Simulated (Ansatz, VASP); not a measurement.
This is a calculation of MgS for VASP 6.6.1.

INCAR

```
SYSTEM = MgS
PREC     = Accurate       ! precision mode
ENCUT    = 600            ! plane-wave cutoff, eV
EDIFF    = 1E-7           ! SCF threshold, eV
ISMEAR   = -1             ! smearing method
SIGMA    = 0.05           ! smearing width, eV
LREAL    = .False.        ! projectors in reciprocal space
LASPH    = .True.         ! aspherical terms in the spheres
NELM     = 100            ! most SCF steps
ALGO     = Normal         ! electronic algorithm
ISIF     = 3              ! what is computed and relaxed
LWAVE    = .False.        ! write WAVECAR
LCHARG   = .False.        ! write CHGCAR
GGA      = PS             ! functional
IVDW     = 12             ! dispersion correction
IBRION   = 2              ! ionic algorithm
NSW      = 60             ! ionic steps
EDIFFG   = -0.01          ! ionic threshold
```

The input KPOINTS:

```
Automatic mesh
0
Gamma
  8 8 4
  0 0 0
```

File POSCAR:

```
MgS
1.0
    4.0346224068      0.0000000000      0.0000000000
   -2.0173112034      3.4940854990      0.0000000000
    0.0000000000      0.0000000000      6.4322941800
S Mg
2 2
Direct
    0.6666666667      0.3333333333      0.8792441500
    0.3333333333      0.6666666667      0.3792441500
    0.3333333333      0.6666666667      0.9957548500
    0.6666666667      0.3333333333      0.4957548500
```

Potentials or basis: VASP PAW PBE potentials, release 64 (S, Mg).

Run with:

```sh
$ cat potpaw_PBE.64/S/POTCAR potpaw_PBE.64/Mg/POTCAR > POTCAR
$ mpirun -np 1 vasp_std > vasp.out
```

Task: Set up the same calculation for Ansatz 0.2.0. Potentials there: Ansatz PAW.

Result: As run (the cutoff follows the program's own potentials):

Contents of input.yaml:

```yaml
crystal:
  lattice:
    - [4.0346224068, 0.0, 0.0]
    - [-2.0173112034, 3.494085499, 0.0]
    - [0.0, 0.0, 6.43229418]
  atoms:
    - { symbol: S, position: [0.6666666667, 0.3333333333, 0.87924415] }
    - { symbol: S, position: [0.3333333333, 0.6666666667, 0.37924415] }
    - { symbol: Mg, position: [0.3333333333, 0.6666666667, 0.99575485] }
    - { symbol: Mg, position: [0.6666666667, 0.3333333333, 0.49575485] }
hamiltonian:
  xc: pbesol
  pseudopotentials: { kind: paw }
  dispersion: d3bj
kpoints:
  mp_grid: { grid: [8, 8, 4] }
scf:
  occupations: { method: fermi_dirac, width: 0.05 }
output:
  forces: true
  stress: true
  eigenvalues: true
relax:
  f_tol: 0.01
  max_steps: 40
  cell: { stress_tol: 0.05 }
```

Potentials or basis: Ansatz PAW.

Run with:

```console
$ ansatz run input.yaml --threads 2 --pin off --max-ram 5632MiB --backend cpu --events-out ev --progress --plain --runs-dir out
```

Both were run:

|  | VASP | Ansatz | Ansatz less VASP |
| --- | --- | --- | --- |
| gap on the k mesh at the Fermi level, each at its own relaxed structure (eV) | 3.45 | 3.43 | -0.012 |
| relaxed volume (Å³/atom) | 21.87 | 21.88 | +0.008 |
| relaxed cell length with the largest relative difference (Å) | 6.348 | 6.340 | -0.0083 |

VASP's potentials were made for PBE, not for PBEsol. VASP's potentials hold 16 valence electrons a cell and Ansatz's 32, so a difference there can come from the potentials and not from the codes.

Noted on Ansatz's run: the plane-wave basis is chosen anew once the cell has moved, so the energies of steps on either side of that aren't comparable.
